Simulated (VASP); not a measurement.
# Pt (Cmcm) in VASP: notebook

Pt is run at these levels: PBE; tasks: single point.

All numbers are computed with VASP 6.6.1; they aren't measurements. Logs are shortened: lines on timing, memory, paths and dates and some standing lists are left out, and cuts for length are marked.

## Step 1: The cell of the first run

The structure is orthorhombic, space group Cmcm (No. 63). The conventional cell has a = 2.345 Å, b = 4.778 Å, c = 4.781 Å, α = 90.00°, β = 90.00°, γ = 90.00°. Pt (site symmetry m2m) has 12 Pt at 2.34 to 2.87 Å within 3.1 Å.

## Step 2: Single point, PBE (normal strain along x -0.1500, normal strain along y +0.0000)

INCAR reads:

```
PREC = Accurate
ENCUT = 520
EDIFF = 1E-6
ISMEAR = 0
SIGMA = 0.15
LREAL = False
LASPH = True
NELM = 100
ALGO = Fast
ISIF = 2
LWAVE = False
LCHARG = True
GGA = PE
LELF = True
LVHAR = True
NBANDS = 17
```

KPOINTS reads:

```
Automatic mesh
0
Gamma
  18 18 10
```

POSCAR reads:

```
Pt
1.0
    2.3447586725      0.0000000000      0.0000000000
   -1.1723793363      2.3889653837      0.0000000000
    0.0000000000      0.0000000000      4.7813829983
Pt
2
Direct
    0.6666666667      0.3333333333      0.7500000000
    0.3333333333      0.6666666667      0.2500000000
```

Potentials or basis: VASP PAW PBE potentials, release 64 (Pt).

Started as:

```sh
> cat potpaw_PBE.64/Pt/POTCAR > POTCAR
> mpirun -np 1 vasp_std > vasp.out
```

OUTCAR:

```text
PREC = Accurate
   ENCUT = 520
   EDIFF = 1E-6
   ISMEAR = 0
   LREAL = False
   LASPH = True
   NELM = 100
   ISIF = 2
   GGA = PE

 ion  position               nearest neighbor table
   1  0.667  0.333  0.750-   2 2.78   2 2.78   2 2.78   2 2.78   2 2.87   2 2.87
   2  0.333  0.667  0.250-   1 2.78   1 2.78   1 2.78   1 2.78   1 2.87   1 2.87

  LATTYP: Found a base centered orthorhombic cell.
 ALAT       =     2.3447586725
 B/A-ratio  =     2.0377068325
 C/A-ratio  =     2.0391791507

  Lattice vectors:

 A1 = (   1.1723793363,  -2.3889653837,   0.0000000000)
 A2 = (   1.1723793362,   2.3889653837,   0.0000000000)
 A3 = (   0.0000000000,   0.0000000000,   4.7813829983)

Analysis of symmetry for initial positions (statically):
=====================================================================
 Subroutine PRICEL returns:
 Original cell was already a primitive cell.

 Routine SETGRP: Setting up the symmetry group for a
 base centered orthorhombic supercell.

 Subroutine GETGRP returns: Found  8 space group operations
 (whereof  4 operations were pure point group operations)
 out of a pool of  8 trial point group operations.

The static configuration has the point symmetry C_2h.
 The point group associated with its full space group is D_2h.

Analysis of symmetry for dynamics (positions and initial velocities):
=====================================================================
 Subroutine PRICEL returns:
 Original cell was already a primitive cell.

 Routine SETGRP: Setting up the symmetry group for a
 base centered orthorhombic supercell.

 Subroutine GETGRP returns: Found  8 space group operations
 (whereof  4 operations were pure point group operations)
 out of a pool of  8 trial point group operations.

The dynamic configuration has the point symmetry C_2h.
 The point group associated with its full space group is D_2h.

 Subroutine INISYM returns: Found  8 space group operations
 (whereof  4 operations are pure point group operations),
 and found     1 'primitive' translations

----------------------------------------------------------------------------------------

                                     Primitive cell

  volume of cell :      26.7831

  direct lattice vectors                    reciprocal lattice vectors
     2.344758672  0.000000000  0.000000000     0.426483122  0.209295624  0.000000000
    -1.172379336  2.388965384  0.000000000     0.000000000  0.418591247  0.000000000
     0.000000000  0.000000000  4.781382998     0.000000000  0.000000000  0.209144509

  length of vectors
     2.344758672  2.661133013  4.781382998     0.475071060  0.418591247  0.209144509

  position of ions in fractional coordinates (direct lattice)
     0.666666667  0.333333333  0.750000000
     0.333333333  0.666666667  0.250000000

  ion indices of the primitive-cell ions
   primitive index   ion index
                 1           1
                 2           2

----------------------------------------------------------------------------------------

 KPOINTS: Automatic mesh

Automatic generation of k-mesh.
 Grid dimensions read from file:
 generate k-points for:   18   18   10

 Generating k-lattice:

  Cartesian coordinates                     Fractional coordinates (reciprocal lattice)
     0.023693507  0.011627535  0.000000000     0.055555556  0.000000000  0.000000000
     0.000000000  0.023255069  0.000000000     0.000000000  0.055555556  0.000000000
     0.000000000  0.000000000  0.020914451     0.000000000  0.000000000  0.100000000

  Length of vectors
     0.026392837  0.023255069  0.020914451

  Shift w.r.t. Gamma in fractional coordinates (k-lattice)
     0.000000000  0.000000000  0.000000000

 Subroutine IBZKPT returns following result:
 ===========================================

 Found    546 irreducible k-points:

 Following reciprocal coordinates:
            Coordinates               Weight
  0.000000  0.000000  0.000000      1.000000
  0.055556 -0.000000  0.000000      4.000000
  0.111111 -0.000000  0.000000      4.000000
  0.166667 -0.000000  0.000000      4.000000
  0.222222 -0.000000  0.000000      4.000000
  0.277778  0.000000  0.000000      4.000000
[... 16 lines left out ...]
 -0.333333  0.055556  0.000000      4.000000
 -0.277778  0.055556  0.000000      4.000000
 [... further k-points ...]
   k-points           NKPTS =    546   k-points in BZ     NKDIM =    546   number of bands    NBANDS=     17
   number of dos      NEDOS =    301   number of ions     NIONS =      2
   total plane-waves  NPLWV =  12960
   dimension x,y,z NGX =    18 NGY =   20 NGZ =   36
   dimension x,y,z NGXF=    36 NGYF=   40 NGZF=   72
   ions per type =               2
   NGX,Y,Z   is equivalent  to a cutoff of  12.76, 12.49, 12.52 a.u.
   NGXF,Y,Z  is equivalent  to a cutoff of  25.52, 24.99, 25.03 a.u.
 SYSTEM =  unknown system
   PREC   = accura    normal or accurate (medium, high low for compatibility)
   ISTART =      0    job   : 0-new  1-cont  2-samecut
   ICHARG =      2    charge: 1-file 2-atom 10-const
   ISPIN  =      1    spin polarized calculation?
   LNONCOLLINEAR =      F non collinear calculations
   LSORBIT =      F    spin-orbit coupling
   LASPH  =      T    aspherical Exc in radial PAW
   ENCUT  =  520.0 eV  38.22 Ry    6.18 a.u.   4.36  4.95  8.89*2*pi/ulx,y,z
   NELM   =    100;   NELMIN=  2; NELMDL= -5     # of ELM steps
   EDIFF  = 0.1E-05   stopping-criterion for ELM
   LREAL  =      F    real-space projection
   EDIFFG = 0.1E-04   stopping-criterion for IOM
   NSW    =      0    number of steps for IOM
   IBRION =     -1    ionic relax: 0-MD 1-quasi-New 2-CG
   NFREE  =      0    steps in history (QN), initial steepest desc. (CG)
   ISIF   =      2    stress and relaxation
   ISYM   =      2    0-nonsym 1-usesym 2-fastsym
   POTIM  = 0.5000    time-step for ionic-motion
   TEBEG  =    0.0;   TEEND  =   0.0 temperature during run
   PSTRESS=    0.0 pullay stress
   NELECT =      20.0000    total number of electrons
   NUPDOWN=      -1.0000    fix difference up-down
   EMIN   =  10.00;   EMAX   =-10.00  energy-range for DOS
   EFERMI =   0.00;   METHOD = LEGACY
   ISMEAR =     0;   SIGMA  =   0.15  broadening in eV -4-tet -1-fermi 0-gaus
   EFERMI_NEDOS =   21; number of points for ismear=-14 and -15
   IALGO  =     68    algorithm
   IMIX   =      4    mixing-type and parameters
     AMIX     =   0.40;   BMIX     =  1.00
     AMIX_MAG =   1.60;   BMIX_MAG =  1.00
  volume/ion in A,a.u.               =      13.39        90.37
  Fermi-wavevector in a.u.,A,eV,Ry     =   1.485243  2.806703 30.013747  2.205948
  Thomas-Fermi vector in A             =   2.598679
   LORBIT       =      0    0 simple, 1 ext, 2 COOP (PROOUT), +10 PAW based schemes
   GGA     = PE    functional components
   LHFCALC =     F    Hartree Fock is set to
   AEXX    =    0.0000 exact exchange contribution
   IVDW    =     0    specifies the selected vdW correction
   LEPSILON=     F    determine dielectric tensor
   LRPA    =     F    only Hartree local field effects (RPA)
 non-spin polarized calculation
 RMM-DIIS sequential band-by-band and
 Gauss-broadening in eV      SIGMA  =   0.15
  energy-cutoff  :      520.00
  volume of cell :       26.78
 maximum number of plane-waves:       744
 NGX is ok and might be reduce to    18
   NGX =  9   NGY =  9   NGZ = 17

 number of electron      20.0000001 magnetization

 Free energy of the ion-electron system (eV)
  ---------------------------------------------------
  ext. energy  EPLUGINS =         0.00000000
  ---------------------------------------------------
  free energy    TOTEN  =       -10.31018810 eV

  energy without entropy =      -10.28487985  energy(sigma->0) =      -10.29753397

 E-fermi :  13.6342     XC(G=0): -14.1671

 val. band max:       13.6299625264   @ k =   0.0556   0.2778   0.5000
 cond. band min:      13.6356152019   @ k =   0.2778   0.1667   0.4000
 fundamental gap:      0.0056526755
 Fermi energy:        13.6342245593

 k-point     1 :       0.0000    0.0000    0.0000
  band No.  band energies     occupation
      1       2.0878      2.00000
      2       4.4076      2.00000
      3       7.1825      2.00000
      4       7.3715      2.00000
      5       8.2733      2.00000
      6      11.1974      2.00000
[... 9 lines left out ...]
     16      30.6719      0.00000
     17      34.5841      0.00000

 k-point     2 :       0.0556   -0.0000    0.0000
  band No.  band energies     occupation
      1       2.2538      2.00000
      2       4.5927      2.00000
      3       7.3126      2.00000
      4       7.4835      2.00000
      5       8.3396      2.00000
      6      10.9926      2.00000
[... 9 lines left out ...]
     16      31.0451      0.00000
     17      34.6226      0.00000

 k-point     3 :       0.1111   -0.0000    0.0000
  band No.  band energies     occupation
      1       2.7317      2.00000
      2       5.1167      2.00000
      3       7.6393      2.00000
      4       7.8509      2.00000
      5       8.5212      2.00000
      6      10.0411      2.00000
[... 9 lines left out ...]
     16      32.0512      0.00000
     17      34.3228      0.00000

 k-point     4 :       0.1667   -0.0000    0.0000
  band No.  band energies     occupation
      1       3.4580      2.00000
      2       5.8531      2.00000
      3       7.9768      2.00000
      4       8.5446      2.00000
      5       8.7368      2.00000
      6       9.0759      2.00000
[... 9 lines left out ...]
     16      32.4003      0.00000
     17      33.3307      0.00000

 k-point     5 :       0.2222   -0.0000    0.0000
  band No.  band energies     occupation
      1       4.3120      2.00000
      2       6.4337      2.00000
      3       8.1974      2.00000
      4       8.3445      2.00000
      5       8.7305      2.00000
      6       9.5581      2.00000
[... 9 lines left out ...]
     16      30.8814      0.00000
     17      33.1326      0.00000

 k-point     6 :       0.2778    0.0000    0.0000
  band No.  band energies     occupation
      1       5.0875      2.00000
      2       6.4139      2.00000
      3       7.4424      2.00000
      4       8.5879      2.00000
      5       9.0932      2.00000
      6       9.6565      2.00000
[... 9 lines left out ...]
     16      29.7737      0.00000
     17      33.3471      0.00000

 k-point     7 :       0.3333   -0.0000    0.0000
  band No.  band energies     occupation
      1       5.5133      2.00000
      2       6.0726      2.00000
      3       6.8334      2.00000
      4       8.7579      2.00000
      5       9.0395      2.00000
      6       9.9909      2.00000
[... 9 lines left out ...]
     16      28.3866      0.00000
     17      32.5521      0.00000

 k-point     8 :       0.3889    0.0000    0.0000
  band No.  band energies     occupation
      1       5.5233      2.00000
      2       5.7647      2.00000
      3       6.3867      2.00000
      4       8.5714      2.00000
      5       9.3114      2.00000
      6      10.2272      2.00000
[... 9 lines left out ...]
     16      27.5027      0.00000
     17      30.6432      0.00000
[... 203 lines left out ...]
      1       5.3999      2.00000
      2       5.6705      2.00000
      3       6.1032      2.00000
      4       8.2662      2.00000
      5      10.0075      2.00000
      6      10.1720      2.00000
[... 9 lines left out ...]
     16      27.0736      0.00000
     17      27.6488      0.00000

 k-point    20 :       0.5000    0.0556    0.0000
  band No.  band energies     occupation
      1       5.3963      2.00000
      2       5.6637      2.00000
      3       6.0539      2.00000
      4       8.1588      2.00000
      5      10.1187      2.00000
      6      10.2328      2.00000
[... 9 lines left out ...]
     16      26.6894      0.00000
     17      26.9715      0.00000

 k-point    21 :      -0.4444    0.0556    0.0000
  band No.  band energies     occupation
      1       5.5438      2.00000
      2       5.7566      2.00000
      3       6.1842      2.00000
      4       8.2492      2.00000
      5       9.6398      2.00000
      6      10.2821      2.00000
[... 9 lines left out ...]
     16      27.2396      0.00000
     17      28.8396      0.00000

 k-point    22 :      -0.3889    0.0556    0.0000
  band No.  band energies     occupation
      1       5.7194      2.00000
      2       5.9635      2.00000
      3       6.4938      2.00000
      4       8.5323      2.00000
      5       8.9224      2.00000
      6      10.0966      2.00000
[... 9 lines left out ...]
     16      27.9281      0.00000
     17      31.8195      0.00000

 k-point    23 :      -0.3333    0.0556    0.0000
  band No.  band energies     occupation
      1       5.5478      2.00000
      2       6.3439      2.00000
      3       6.9770      2.00000
      4       8.5049      2.00000
      5       8.9923      2.00000
      6       9.3358      2.00000
[... 9 lines left out ...]
     16      29.4097      0.00000
     17      32.6487      0.00000

 k-point    24 :      -0.2778    0.0556    0.0000
  band No.  band energies     occupation
      1       4.9126      2.00000
      2       6.6361      2.00000
      3       7.6224      2.00000
      4       8.5917      2.00000
      5       8.6886      2.00000
      6       9.6005      2.00000
[... 9 lines left out ...]
     16      30.9572      0.00000
     17      32.7461      0.00000

 [... further k-points ...]

------------------------ aborting loop because EDIFF is reached ----------------------------------------

  FORCE on cell =-STRESS in cart. coord.  units (eV):
  Direction    XX          YY          ZZ          XY          YZ          ZX
  --------------------------------------------------------------------------------------
  -------------------------------------------------------------------------------------
  Total       27.2336791      7.7116467      5.4668132     -0.0000000      0.0000000      0.0000000
  in kB     1629.1285633    461.3135053    327.0267479     -0.0000000      0.0000000      0.0000000
  external PRESSURE =     805.8229388 kB  Pullay stress =       0.0000000 kB

 VOLUME and BASIS-vectors are now :
 -----------------------------------------------------------------------------
  energy-cutoff  :      520.00
  volume of cell :       26.78
      direct lattice vectors                 reciprocal lattice vectors
     2.344758672  0.000000000  0.000000000     0.426483122  0.209295624  0.000000000
    -1.172379336  2.388965384  0.000000000     0.000000000  0.418591247  0.000000000
     0.000000000  0.000000000  4.781382998     0.000000000  0.000000000  0.209144509

 POSITION                                       TOTAL-FORCE (eV/Angst)
 -----------------------------------------------------------------------------------
      1.17238      0.79632      3.58604         0.000000     -0.075015     -0.000000
     -0.00000      1.59264      1.19535        -0.000000      0.075015      0.000000
 -----------------------------------------------------------------------------------
    total drift:                               -0.000000      0.000000     -0.000000

  FREE ENERGIE OF THE ION-ELECTRON SYSTEM (eV)
  ---------------------------------------------------
  free  energy   TOTEN  =       -10.3101881002 eV

  energy  without entropy=      -10.2848798475  energy(sigma->0) =      -10.29753397
```

It took 2.1 min on 1 thread of Intel Xeon Platinum 8488C (Sapphire Rapids), shared host; peak memory 0.31 GiB.

What came out:

```yaml
Free_energy: -10.3102 eV
Pressure: 80.6 GPa
Largest_force: 0.075 eV/Å
Band_gap_on_the_k_mesh: zero (band 10 reaches 14.73 eV, above the bottom of band 11 at 12.45 eV)
```

Forces on the atoms (eV/Å):
```
Pt   0.000 -0.075  0.000
Pt   0.000  0.075  0.000
```

Caveat: the cell differs from its parent crystal (normal strain along x -0.1500, normal strain along y +0.0000); spin-orbit coupling is left out, which moves the levels of the heavy elements.

(Part 1 of 2 ends here.)
